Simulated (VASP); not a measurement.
A run of VASP 6.6.1 is set up as follows.

The input INCAR:

```
SYSTEM = CdTe
PREC = Accurate ; ENCUT = 520
EDIFF = 1E-6 ; ISMEAR = 0
SIGMA = 0.05 ; LREAL = .FALSE.
LASPH = .TRUE. ; NELM = 100
ALGO = Normal ; ISIF = 2
LWAVE = .FALSE. ; LCHARG = .FALSE.
LDIPOL = .TRUE. ; IDIPOL = 3
DIPOL = 0.5 0.5 0.500 ; GGA = PS
NBANDS = 36
```

Contents of KPOINTS:

```
regular mesh
0
G
  6 4 1
  0 0 0
```

File POSCAR:

```
CdTe
1.0
    4.5886583511      0.0000000000      0.0000000000
    0.0000000000      6.4893428732      0.0000000000
    0.0000000000      0.0000000000     19.5886583511
Cd Te
3 3
Direct
    0.5000000000      0.5000000000      0.3828746137
    0.0000000000      0.0000000000      0.5000000000
    0.5000000000      0.5000000000      0.6171253863
    0.0000000000      0.7500000000      0.3828746137
    0.5000000000      0.2500000000      0.5000000000
    0.0000000000      0.7500000000      0.6171253863
```

Potentials or basis: VASP PAW PBE potentials, release 64 (Cd, Te).

Command:

```bash
$ cat potpaw_PBE.64/Cd/POTCAR potpaw_PBE.64/Te/POTCAR > POTCAR
$ mpirun -np 1 vasp_std > vasp.out
```

(1) What does it give for the largest force?

(2) What does it give for the band gap on the k mesh?

Answers

(1) 1.065 eV/Å.

(2) 0.78 eV.

Caveat: semilocal functionals underestimate gaps, and a narrow one can read as zero; the PAW data sets were made with another functional, which shifts forces and pressure a little; spin-orbit coupling is left out, which moves the levels of the heavy elements.
